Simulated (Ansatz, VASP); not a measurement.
**Two plane-wave programs on Sn**

```
Sn
1.0
     3.23765    3.23765    0.00000
    -3.23765    3.23765    0.00000
     0.00000    0.00000    6.47530
Sn
4
Direct
  0.00000 0.00000 0.50000
  0.00000 0.50000 0.25000
  0.50000 0.50000 0.00000
  0.50000 0.00000 0.75000
```

Change from the starting cell: equal strain along all axes, cell held, atoms relaxed: -1.0 %.

Alike in both runs: task single point; functional PBEsol; k mesh 12 × 12 × 8; occupations gaussian, width 0.1 eV; no spin polarisation.

```csv
,VASP,Ansatz
version,VASP 6.6.1,Ansatz 0.2.0
potentials or method,"VASP PAW PBE potentials, release 64 (Sn_d), cutoff 520 eV","scalar-relativistic, plane waves, PAW"
valence electrons in the cell,56,56
```

```tsv
	VASP	Ansatz	Ansatz less VASP
gap on the k mesh at the Fermi level (eV)	none	none	-
pressure (GPa)	1.3	1.3	+0.07
```

VASP's potentials were made for PBE, not for PBEsol. A gap of «none» marks a metal or a gap that the smearing closes.
